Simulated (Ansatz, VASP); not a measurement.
**Y: VASP beside Ansatz**

```
Y
1.0
     3.60773    0.00000    0.00000
    -1.80387    3.12439    0.00000
     0.00000    0.00000   11.57672
Y
4
Direct
  0.00000 0.00000 0.00000
  0.00000 0.00000 0.50000
  0.33333 0.66667 0.25000
  0.66667 0.33333 0.75000
```

Alike in both runs: functional PBE; k mesh 10 × 10 × 3; occupations fermi-dirac, width 0.1 eV; no spin polarisation.

Ansatz relaxed the structure, and its values are those at the end. VASP's run is a single point on that final structure, the one shown.

|  | VASP | Ansatz |
| --- | --- | --- |
| version | VASP 6.6.1 | Ansatz 0.2.0 |
| potentials or method | VASP PAW PBE potentials, release 64 (Y_sv), cutoff 520 eV | plane waves (420 eV) with PAW, scalar-relativistic |
| valence electrons in the cell | 44 | 44 |

VASP gave:

- pressure (GPa): -0.1

Which values does Ansatz return?

Pressure (GPa): 0.0.
